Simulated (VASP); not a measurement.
# AlCo (R-3m) in VASP: a series of runs

AlCo is run at these levels: PBE; tasks: single point.

Everything below comes from runs of VASP 6.6.1. Logs are shortened: lines on timing, memory, paths and dates and some standing lists are left out, and cuts for length are marked.

## (1) The cell of the first run

Symmetry: R-3m, No. 166, trigonal system. Conventional cell: a = 3.752 Å, b = 3.752 Å, c = 5.514 Å, α = 90.00°, β = 90.00°, γ = 120.00°. Al (site symmetry -3m) has 8 Co at 2.35 to 2.76 Å and 6 Al at 2.84 Å within 3.1 Å. Within 3.1 Å of Co (site symmetry -3m) lie 8 Al at 2.35 to 2.76 Å and 6 Co at 2.84 Å.

## (2) Single point, PBE, collinear spin, ferrimagnetic start

The input, INCAR:

```
SYSTEM = AlCo
ALGO     = Normal         ! electronic algorithm
EDIFF    = 1E-6           ! SCF threshold, eV
ENCUT    = 520            ! plane-wave cutoff, eV
GGA      = PE             ! functional
ISIF     = 2              ! what is computed and relaxed
ISMEAR   = 0              ! smearing method
ISPIN    = 2              ! spin polarisation
LASPH    = .TRUE.         ! aspherical terms in the spheres
LCHARG   = .TRUE.         ! write CHGCAR
LELF     = .TRUE.         ! ELF
LMAXMIX  = 4              ! l up to which the mixer works
LORBIT   = 11             ! projections on sites
LREAL    = .FALSE.        ! projectors in reciprocal space
LVHAR    = .TRUE.       
LWAVE    = .FALSE.        ! write WAVECAR
MAGMOM   = -0.01 0.16     ! initial moments
NBANDS   = 17             ! bands
NELM     = 150            ! most SCF steps
PREC     = Accurate       ! precision mode
SIGMA    = 0.15           ! smearing width, eV
```

The input, KPOINTS:

```
k-points
0
G
  18 18 18
  0 0 0
```

The input, POSCAR:

```
AlCo
1.0
    2.8300373339      0.1768773334      0.1768773334
    0.1768773334      2.8300373339      0.1768773334
    0.1768773334      0.1768773334      2.8300373339
Al Co
1 1
Direct
    0.0000000000      0.0000000000      0.0000000000
    0.5000000000      0.5000000000      0.5000000000
```

Potentials or basis: VASP PAW PBE potentials, release 64 (Al, Co).

On the command line:

```
> cat potpaw_PBE.64/Al/POTCAR potpaw_PBE.64/Co/POTCAR > POTCAR
> mpirun -np 1 vasp_std > vasp.out
```

OUTCAR:

```text
SYSTEM = AlCo
   EDIFF = 1E-6
   ENCUT = 520
   GGA = PE
   ISIF = 2
   ISMEAR = 0
   ISPIN = 2
   LASPH = .TRUE.
   LORBIT = 11
   LREAL = .FALSE.
   NELM = 150
   PREC = Accurate

 ion  position               nearest neighbor table
   1  0.000  0.000  0.000-   2 2.35   2 2.35   2 2.35   2 2.35   2 2.35   2 2.35   2 2.76   2 2.76

   2  0.500  0.500  0.500-   1 2.35   1 2.35   1 2.35   1 2.35   1 2.35   1 2.35   1 2.76   1 2.76

  LATTYP: Found a trigonal (rhomboedric) cell.
 ALAT       =     2.8410706597
 COS(alpha) =     0.1279069768

  Lattice vectors:

 A1 = (   2.8300373339,   0.1768773334,   0.1768773334)
 A2 = (   0.1768773334,   2.8300373339,   0.1768773334)
 A3 = (   0.1768773334,   0.1768773334,   2.8300373339)

Analysis of symmetry for initial positions (statically):
=====================================================================
 Subroutine PRICEL returns:
 Original cell was already a primitive cell.

 Routine SETGRP: Setting up the symmetry group for a
 trigonal (rhombohedral) supercell.

 Subroutine GETGRP returns: Found 12 space group operations
 (whereof 12 operations were pure point group operations)
 out of a pool of 12 trial point group operations.

The static configuration has the point symmetry D_3d.

Analysis of symmetry for dynamics (positions and initial velocities):
=====================================================================
 Subroutine PRICEL returns:
 Original cell was already a primitive cell.

 Routine SETGRP: Setting up the symmetry group for a
 trigonal (rhombohedral) supercell.

 Subroutine GETGRP returns: Found 12 space group operations
 (whereof 12 operations were pure point group operations)
 out of a pool of 12 trial point group operations.

The dynamic configuration has the point symmetry D_3d.

Analysis of structural, dynamic, and magnetic symmetry:
=====================================================================
 Subroutine PRICEL returns:
 Original cell was already a primitive cell.

 Routine SETGRP: Setting up the symmetry group for a
 trigonal (rhombohedral) supercell.

 Subroutine GETGRP returns: Found 12 space group operations
 (whereof 12 operations were pure point group operations)
 out of a pool of 12 trial point group operations.

The overall configuration has the point symmetry D_3d.

 Subroutine INISYM returns: Found 12 space group operations
 (whereof 12 operations are pure point group operations),
 and found     1 'primitive' translations

----------------------------------------------------------------------------------------

                                     Primitive cell

  volume of cell :      22.4115

  direct lattice vectors                    reciprocal lattice vectors
     2.830037334  0.176877333  0.176877333     0.355969653 -0.020939391 -0.020939391
     0.176877333  2.830037334  0.176877333    -0.020939391  0.355969653 -0.020939391
     0.176877333  0.176877333  2.830037334    -0.020939391 -0.020939391  0.355969653

  length of vectors
     2.841070660  2.841070660  2.841070660     0.357199258  0.357199258  0.357199258

  position of ions in fractional coordinates (direct lattice)
     0.000000000  0.000000000  0.000000000
     0.500000000  0.500000000  0.500000000

  ion indices of the primitive-cell ions
   primitive index   ion index
                 1           1
                 2           2

----------------------------------------------------------------------------------------

 KPOINTS: k-points

Automatic generation of k-mesh.
 Grid dimensions read from file:
 generate k-points for:   18   18   18

 Generating k-lattice:

  Cartesian coordinates                     Fractional coordinates (reciprocal lattice)
     0.019776092 -0.001163300 -0.001163300     0.055555556 -0.000000000 -0.000000000
    -0.001163300  0.019776092 -0.001163300    -0.000000000  0.055555556 -0.000000000
    -0.001163300 -0.001163300  0.019776092    -0.000000000 -0.000000000  0.055555556

  Length of vectors
     0.019844403  0.019844403  0.019844403

  Shift w.r.t. Gamma in fractional coordinates (k-lattice)
     0.000000000  0.000000000  0.000000000

 Subroutine IBZKPT returns following result:
 ===========================================

 Found    580 irreducible k-points:

 Following reciprocal coordinates:
            Coordinates               Weight
  0.000000  0.000000  0.000000      1.000000
  0.055556  0.000000  0.000000      6.000000
  0.111111  0.000000  0.000000      6.000000
  0.166667  0.000000  0.000000      6.000000
  0.222222  0.000000  0.000000      6.000000
  0.277778  0.000000  0.000000      6.000000
[... 16 lines left out ...]
 -0.277778  0.055556 -0.000000     12.000000
 -0.222222  0.055556 -0.000000     12.000000
 [... further k-points ...]
   k-points           NKPTS =    580   k-points in BZ     NKDIM =    580   number of bands    NBANDS=     17
   number of dos      NEDOS =    301   number of ions     NIONS =      2
   total plane-waves  NPLWV =  13824
   dimension x,y,z NGX =    24 NGY =   24 NGZ =   24
   dimension x,y,z NGXF=    48 NGYF=   48 NGZF=   48
   ions per type =               1   1
   NGX,Y,Z   is equivalent  to a cutoff of  14.04, 14.04, 14.04 a.u.
   NGXF,Y,Z  is equivalent  to a cutoff of  28.09, 28.09, 28.09 a.u.
 SYSTEM =  AlCo
   PREC   = accura    normal or accurate (medium, high low for compatibility)
   ISTART =      0    job   : 0-new  1-cont  2-samecut
   ICHARG =      2    charge: 1-file 2-atom 10-const
   ISPIN  =      2    spin polarized calculation?
   LNONCOLLINEAR =      F non collinear calculations
   LSORBIT =      F    spin-orbit coupling
   LASPH  =      T    aspherical Exc in radial PAW
   ENCUT  =  520.0 eV  38.22 Ry    6.18 a.u.   5.28  5.28  5.28*2*pi/ulx,y,z
   NELM   =    150;   NELMIN=  2; NELMDL= -5     # of ELM steps
   EDIFF  = 0.1E-05   stopping-criterion for ELM
   LREAL  =      F    real-space projection
   EDIFFG = 0.1E-04   stopping-criterion for IOM
   NSW    =      0    number of steps for IOM
   IBRION =     -1    ionic relax: 0-MD 1-quasi-New 2-CG
   NFREE  =      0    steps in history (QN), initial steepest desc. (CG)
   ISIF   =      2    stress and relaxation
   ISYM   =      2    0-nonsym 1-usesym 2-fastsym
   POTIM  = 0.5000    time-step for ionic-motion
   TEBEG  =    0.0;   TEEND  =   0.0 temperature during run
   PSTRESS=    0.0 pullay stress
   NELECT =      12.0000    total number of electrons
   NUPDOWN=      -1.0000    fix difference up-down
   EMIN   =  10.00;   EMAX   =-10.00  energy-range for DOS
   EFERMI =   0.00;   METHOD = LEGACY
   ISMEAR =     0;   SIGMA  =   0.15  broadening in eV -4-tet -1-fermi 0-gaus
   EFERMI_NEDOS =   21; number of points for ismear=-14 and -15
   IALGO  =     38    algorithm
   IMIX   =      4    mixing-type and parameters
     AMIX     =   0.40;   BMIX     =  1.00
     AMIX_MAG =   1.60;   BMIX_MAG =  1.00
  volume/ion in A,a.u.               =      11.21        75.62
  Fermi-wavevector in a.u.,A,eV,Ry     =   1.329366  2.512138 24.044423  1.767215
  Thomas-Fermi vector in A             =   2.458534
   LORBIT       =     11    0 simple, 1 ext, 2 COOP (PROOUT), +10 PAW based schemes
   GGA     = PE    functional components
   LHFCALC =     F    Hartree Fock is set to
   AEXX    =    0.0000 exact exchange contribution
   IVDW    =     0    specifies the selected vdW correction
   LEPSILON=     F    determine dielectric tensor
   LRPA    =     F    only Hartree local field effects (RPA)
 spin polarized calculation
 Gauss-broadening in eV      SIGMA  =   0.15
  energy-cutoff  :      520.00
  volume of cell :       22.41
 maximum number of plane-waves:       615
 NGX is ok and might be reduce to    24

 number of electron      11.9999996 magnetization      -0.0003999

 number of electron      11.9999996 magnetization       0.0000220

 Free energy of the ion-electron system (eV)
  ---------------------------------------------------
  ext. energy  EPLUGINS =         0.00000000
  ---------------------------------------------------
  free energy    TOTEN  =       -11.59890491 eV

  energy without entropy =      -11.58956566  energy(sigma->0) =      -11.59423529

 E-fermi :  10.9839     XC(G=0): -12.4087

 val. band max:       10.9768024188   @ k =  -0.3889  -0.4444   0.3333
 cond. band min:      10.9858960786   @ k =  -0.4444   0.5000   0.1667
 fundamental gap:      0.0090936598
 Fermi energy:        10.9838558971

 spin component 1

 k-point     1 :       0.0000    0.0000    0.0000
  band No.  band energies     occupation
      1      -0.2614      1.00000
      2       7.9556      1.00000
      3       7.9556      1.00000
      4       9.8301      1.00000
      5       9.8301      1.00000
      6      10.2691      1.00000
[... 9 lines left out ...]
     16      32.2089      0.00000
     17      33.1021      0.00000

 k-point     2 :       0.0556    0.0000    0.0000
  band No.  band energies     occupation
      1      -0.2005      1.00000
      2       7.9490      1.00000
      3       7.9716      1.00000
      4       9.7982      1.00000
      5       9.8243      1.00000
      6      10.2538      1.00000
[... 9 lines left out ...]
     16      33.1162      0.00000
     17      33.3560      0.00000
[... 421 lines left out ...]
 k-point    24 :      -0.2222    0.0556   -0.0000
  band No.  band energies     occupation
      1       0.8138      1.00000
      2       7.6177      1.00000
      3       8.1566      1.00000
      4       9.4709      1.00000
      5       9.6859      1.00000
      6      10.1169      1.00000
[... 9 lines left out ...]
     16      31.7620      0.00000
     17      34.4768      0.00000

 [... further k-points ...]

 spin component 2

 k-point     1 :       0.0000    0.0000    0.0000
  band No.  band energies     occupation
      1      -0.2614      1.00000
      2       7.9556      1.00000
      3       7.9556      1.00000
      4       9.8303      1.00000
      5       9.8303      1.00000
      6      10.2692      1.00000
[... 9 lines left out ...]
     16      32.2089      0.00000
     17      33.1019      0.00000

 k-point     2 :       0.0556    0.0000    0.0000
  band No.  band energies     occupation
      1      -0.2005      1.00000
      2       7.9490      1.00000
      3       7.9716      1.00000
      4       9.7984      1.00000
      5       9.8245      1.00000
      6      10.2540      1.00000
[... 9 lines left out ...]
     16      33.1162      0.00000
     17      33.3561      0.00000
[... 421 lines left out ...]
 k-point    24 :      -0.2222    0.0556   -0.0000
  band No.  band energies     occupation
      1       0.8138      1.00000
      2       7.6177      1.00000
      3       8.1567      1.00000
      4       9.4711      1.00000
      5       9.6861      1.00000
      6      10.1171      1.00000
[... 9 lines left out ...]
     16      31.7620      0.00000
     17      34.4769      0.00000

 [... further k-points ...]

------------------------ aborting loop because EDIFF is reached ----------------------------------------

  FORCE on cell =-STRESS in cart. coord.  units (eV):
  Direction    XX          YY          ZZ          XY          YZ          ZX
  --------------------------------------------------------------------------------------
  -------------------------------------------------------------------------------------
  Total        1.7436652      1.7436652      1.7436652     -1.8033083     -1.8033083     -1.8033083
  in kB      124.6528242    124.6528242    124.6528242   -128.9166462   -128.9166462   -128.9166462
  external PRESSURE =     124.6528242 kB  Pullay stress =       0.0000000 kB

 VOLUME and BASIS-vectors are now :
 -----------------------------------------------------------------------------
  energy-cutoff  :      520.00
  volume of cell :       22.41
      direct lattice vectors                 reciprocal lattice vectors
     2.830037334  0.176877333  0.176877333     0.355969653 -0.020939391 -0.020939391
     0.176877333  2.830037334  0.176877333    -0.020939391  0.355969653 -0.020939391
     0.176877333  0.176877333  2.830037334    -0.020939391 -0.020939391  0.355969653

 POSITION                                       TOTAL-FORCE (eV/Angst)
 -----------------------------------------------------------------------------------
      0.00000      0.00000      0.00000        -0.000000      0.000000     -0.000000
      1.59190      1.59190      1.59190         0.000000     -0.000000      0.000000
 -----------------------------------------------------------------------------------
    total drift:                                0.000000      0.000000     -0.000000

  FREE ENERGIE OF THE ION-ELECTRON SYSTEM (eV)
  ---------------------------------------------------
  free  energy   TOTEN  =       -11.5989049147 eV

  energy  without entropy=      -11.5895656555  energy(sigma->0) =      -11.59423529

 total charge

# of ion       s       p       d       tot
------------------------------------------
    1        0.414   0.448   0.000   0.862
    2        0.455   0.532   7.564   8.551
--------------------------------------------------
tot          0.869   0.980   7.564   9.413

 magnetization (x)

# of ion       s       p       d       tot
------------------------------------------
    1       -0.000  -0.000   0.000  -0.000
    2       -0.000   0.000   0.000   0.000
--------------------------------------------------
tot         -0.000  -0.000   0.000   0.000
```

It took 6.8 min on 1 thread of Intel Xeon 8259CL, shared host; peak memory 0.43 GiB.

Results:

| Item | Value |
| --- | --- |
| Free energy | -11.5989 eV |
| Pressure | 12.5 GPa |
| Band gap on the k mesh | zero (filled and empty bands overlap) |
| Net moment | 0.00 μB per cell |
| Valence electrons inside the program's atomic spheres | Al 0.86; Co 8.55 |

## (3) Single point, PBE, collinear spin, ferrimagnetic start

This run uses another cell than the first one, of the same volume but with other edges.

The input, INCAR:

```
SYSTEM = AlCo
PREC = Accurate
ENCUT = 520
EDIFF = 1E-7
ISMEAR = 0
SIGMA = 0.15
LREAL = .FALSE.
LASPH = .TRUE.
NELM = 150
ALGO = Normal
ISIF = 2
LWAVE = .FALSE.
LCHARG = .FALSE.
ISPIN = 2
MAGMOM = -0.01 0.16
LORBIT = 11
LMAXMIX = 4
GGA = PE
NBANDS = 17
```

The input, KPOINTS:

```
regular mesh
0
G
  18 18 18
  0 0 0
```

The input, POSCAR:

```
AlCo
1.0
    2.9135424634      0.5512107363      0.5512107363
    0.5512107363      2.9135424634      0.5512107363
    0.5512107363      0.5512107363      2.9135424634
Al Co
1 1
Direct
    0.0000000000      0.0000000000      0.0000000000
    0.5000000000      0.5000000000      0.5000000000
```

Potentials or basis: VASP PAW PBE potentials, release 64 (Al, Co).

On the command line:

```
> cat potpaw_PBE.64/Al/POTCAR potpaw_PBE.64/Co/POTCAR > POTCAR
> mpirun -np 1 vasp_std > vasp.out
```

Run time: 7.6 min. Hardware: 1 thread of Intel Xeon 8259CL, shared host; peak memory 0.43 GiB.

The run converged. Its results:

| Item | Value |
| --- | --- |
| Free energy | -10.1461 eV |
| Pressure | 33.7 GPa |
| Band gap on the k mesh | zero (filled and empty bands overlap) |
| Net moment | 0.00 μB per cell |
| Valence electrons inside the program's atomic spheres | Al 0.94; Co 8.70 |

Stress tensor (GPa, compression positive):
```
 33.70 -11.78 -11.78
-11.78  33.70 -11.78
-11.78 -11.78  33.70
```

Levels at points of the mesh, in eV from the Fermi level:
Spin up:
| k point | band 2 | band 3 | band 4 | band 5 | band 6 | band 7 | band 8 | band 9 | band 10 | band 11 |
| --- | --- | --- | --- | --- | --- | --- | --- | --- | --- | --- |
| (0.00, 0.00, 0.00) | -2.45 | -2.45 | -1.74 | -1.74 | -1.43 | 7.48 | 7.48 | 9.38 | 11.19 | 11.19 |
| (0.50, 0.00, 0.00) | -6.20 | -2.76 | -2.00 | -1.20 | -0.90 | 0.15 | 7.31 | 9.31 | 10.66 | 10.88 |
| (0.50, 0.50, 0.00) | -4.08 | -3.46 | -1.38 | -0.83 | -0.52 | 0.89 | 1.15 | 4.22 | 6.91 | 9.71 |
| (0.50, 0.50, 0.50) | -4.25 | -3.04 | -3.04 | -0.65 | -0.65 | 1.03 | 6.28 | 6.28 | 8.56 | 9.01 |
Spin down:
```
           k point  band 2  band 3  band 4  band 5  band 6  band 7  band 8  band 9  band 10  band 11
(0.00, 0.00, 0.00)   -2.45   -2.45   -1.74   -1.74   -1.43    7.48    7.48    9.38    11.19    11.19
(0.50, 0.00, 0.00)   -6.20   -2.76   -2.00   -1.20   -0.90    0.15    7.31    9.31    10.66    10.88
(0.50, 0.50, 0.00)   -4.08   -3.46   -1.38   -0.83   -0.52    0.89    1.15    4.22     6.91     9.71
(0.50, 0.50, 0.50)   -4.25   -3.04   -3.04   -0.65   -0.65    1.03    6.28    6.28     8.56     9.01
```

[end of part 1 of 2]
